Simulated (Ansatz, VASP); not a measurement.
## NaF in VASP and in Ansatz

```
CELL_PARAMETERS angstrom
0.00000 2.29717 2.42076
2.29717 0.00000 2.42076
2.29717 2.29717 0.00000
ATOMIC_POSITIONS crystal
Na 0.00000 0.00000 0.00000
F 0.50000 0.50000 0.50000
```

Change from the starting cell: uniaxial_z strain +5.4%.

Alike in both runs: task single point; functional HSE06; k mesh 6 × 6 × 6; no spin polarisation.

|  | VASP | Ansatz |
| --- | --- | --- |
| version | VASP 6.6.1 | Ansatz 0.2.0 |
| potentials or method | VASP PAW PBE potentials, release 64 (Na_pv, F) | plane waves, PAW |
| plane-wave cutoff (eV) | 520 | 420 |
| occupations | gaussian, width 0.01 eV | fixed |
| valence electrons in the cell | 14 | 16 |

```tsv
	VASP	Ansatz	Ansatz less VASP
gap on the k mesh at the Fermi level (eV)	8.28	8.31	+0.029
pressure (GPa)	-0.7	-0.8	-0.08
traceless stress, the component that is largest in VASP (GPa)	-2.25	-2.14	+0.107
```

VASP's potentials hold 14 valence electrons a cell and Ansatz's 16, so a difference there can come from the potentials and not from the codes. Ansatz's warnings: stress exchange threshold loose, stress scf threshold loose.
